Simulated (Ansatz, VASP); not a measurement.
**BaRe3Pb: VASP beside Ansatz**

File POSCAR:

```
BaRe3Pb
1.0
    0.0439145600      4.5606966700      4.5875308800
    0.0439145600     -4.5606966700      4.5875308800
    4.5565767800      0.0000000000     -4.5875308800
Re Ba Pb
6 2 2
Direct
    0.7235000000      0.2765000000      0.0000000000
    0.2765000000      0.7235000000      0.0000000000
    0.1926000000      0.1926000000      0.4476000000
    0.8074000000      0.8074000000      0.5524000000
    0.2850000000      0.7150000000      0.5000000000
    0.7150000000      0.2850000000      0.5000000000
    0.2532000000      0.2532000000      0.0042000000
    0.7468000000      0.7468000000      0.9958000000
    0.5000000000      0.0000000000      0.5000000000
    0.0000000000      0.5000000000      0.5000000000
```

Contents of INCAR.step1:

```
  ALGO = Normal
  EDIFF = 1E-4
  ENCUT = 520
  GGA = PE
  ISMEAR = 1
  LASPH = True
  LCHARG = False
  LREAL = False
  LWAVE = True
  NBANDS = 56
  NELM = 100
  PREC = Accurate
  SIGMA = 0.0343
```

The input INCAR.step2:

```
  ALGO = Normal
  EDIFF = 1E-7
  ENCUT = 520
  ISIF = 2
  ISMEAR = 1
  ISTART = 1
  LASPH = True
  LCHARG = True
  LELF = True
  LMIXTAU = True
  LREAL = False
  LVHAR = True
  LWAVE = False
  METAGGA = R2SCAN
  NBANDS = 56
  NELM = 100
  PREC = Accurate
  SIGMA = 0.0343
```

Contents of KPOINTS:

```
k-points
0
Gamma
  4 4 4
```

Input for Ansatz:

```yaml
crystal:
  lattice:
    - [0.04391456, 4.56069667, 4.58753088]
    - [0.04391456, -4.56069667, 4.58753088]
    - [4.55657678, 0.0, -4.58753088]
  atoms:
    - { symbol: Re, position: [0.7235, 0.2765, 0.0] }
    - { symbol: Re, position: [0.2765, 0.7235, 0.0] }
    - { symbol: Ba, position: [0.2532, 0.2532, 0.0042] }
    - { symbol: Ba, position: [0.7468, 0.7468, 0.9958] }
    - { symbol: Pb, position: [0.5, 0.0, 0.5] }
    - { symbol: Pb, position: [0.0, 0.5, 0.5] }
    - { symbol: Re, position: [0.1926, 0.1926, 0.4476] }
    - { symbol: Re, position: [0.8074, 0.8074, 0.5524] }
    - { symbol: Re, position: [0.285, 0.715, 0.5] }
    - { symbol: Re, position: [0.715, 0.285, 0.5] }
  symmetry: { tolerance: 0.0003 }
kpoints:
  mp_grid: { grid: [4, 4, 4], shift: [0, 0, 0] }
magnetization:
  spin_polarized: false
scf:
  occupations: { method: methfessel_paxton, width: 0.0343 }
  convergence: { dr2_threshold: 1.0e-08 }
hamiltonian:
  pseudopotentials: { kind: paw }
  xc: r2scan
basis:
  ecutwfc: 500
  ecutrho_ratio: 4
output:
  forces: true
  stress: true
  eigenvalues: true
```

Alike in both runs: task single point; functional r2SCAN; k mesh 4 × 4 × 4; occupations methfessel-paxton of order 1, width 0.0343 eV; no spin polarisation.

|  | VASP | Ansatz |
| --- | --- | --- |
| version | VASP 6.6.1 | Ansatz 0.2.0 |
| potentials or method | VASP PAW PBE potentials, release 64 (Re, Ba_sv, Pb_d), cutoff 520 eV | PAW plane waves |
| valence electrons in the cell | 90 | 138 |

|  | VASP | Ansatz | Ansatz less VASP |
| --- | --- | --- | --- |
| gap on the k mesh at the Fermi level (eV) | none | none | - |
| rms of the force components (eV/Å) | 0.452 | 0.510 | +0.0580 |

VASP's potentials were made for PBE, not for r2SCAN. A gap of «none» marks a metal or a gap that the smearing closes. VASP's potentials hold 90 valence electrons a cell and Ansatz's 138, so a difference there can come from the potentials and not from the codes. Ansatz's warnings: stress scf threshold loose.

Spin-orbit coupling is off throughout.
